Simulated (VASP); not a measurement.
A run of VASP 6.6.1:

File INCAR:

```
SYSTEM = Ta4O
PREC = Accurate ; ENCUT = 520
EDIFF = 1E-6 ; ISMEAR = -1
SIGMA = 0.1 ; LREAL = .FALSE.
LASPH = .TRUE. ; NELM = 100
ALGO = Normal ; ISIF = 2
LWAVE = .FALSE. ; LCHARG = .FALSE.
GGA = CA ; NBANDS = 33
```

The input KPOINTS:

```
regular mesh
0
G
  7 7 3
  0 0 0
```

POSCAR

```
Ta4O
1.0
    3.1682081014      0.0000000000      0.0000000000
    0.0000000000      3.1682081014      0.0000000000
    0.0000000000      0.0000000000      7.2062412937
Ta O
4 1
Direct
    0.0000000000      0.0000000000      0.5000000000
    0.5000000000      0.5000000000      0.7831600000
    0.5000000000      0.5000000000      0.2168400000
    0.0000000000      0.0000000000      0.0000000000
    0.5000000000      0.5000000000      0.5000000000
```

Potentials or basis: VASP PAW LDA potentials, release 64 (Ta_pv, O).

Launch:

```sh
$ cat potpaw_LDA.64/Ta_pv/POTCAR potpaw_LDA.64/O/POTCAR > POTCAR
$ mpirun -np 1 vasp_std > vasp.out
```

Hardware: 1 thread of Intel Xeon 8259CL (shared host).

Q: Estimate the wall time of this run.

A: It took 58 s on 1 thread of Intel Xeon 8259CL (shared host), peak memory 0.17 GiB. Counts: scf iterations 15, k points 20.
